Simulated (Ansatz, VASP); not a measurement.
## One calculation of CuI, two programs

```
Cu I
1.0
     0.00000    2.93080    2.93080
     2.93080    0.00000    2.93080
     2.93080    2.93080    0.00000
Cu I
1 1
Cartesian
  0.0000 0.0000 0.0000
  1.4654 1.4654 1.4654
```

Alike in both runs: task single point; functional LDA; k mesh 8 × 8 × 8; occupations gaussian, width 0.02 eV; no spin polarisation.

```csv
,VASP,Ansatz
version,VASP 6.6.1,Ansatz 0.2.0
potentials or method,"VASP PAW LDA potentials, release 64 (Cu, I), cutoff 600 eV","scalar-relativistic, plane waves, PAW"
valence electrons in the cell,18,36
```

```tsv
	VASP	Ansatz	Ansatz less VASP
gap on the k mesh at the Fermi level (eV)	1.29	1.22	-0.062
least direct gap on the mesh (eV)	1.29	1.22	-0.062
pressure (GPa)	0.2	0.0	-0.26
```

Ansatz warns that its potentials were made for another functional, while VASP's fit it. LDA's correlation is that of Perdew and Zunger in VASP and of Perdew and Wang (1992) in Ansatz. VASP's potentials hold 18 valence electrons a cell and Ansatz's 36, so a difference there can come from the potentials and not from the codes.

Spin-orbit coupling is off throughout.
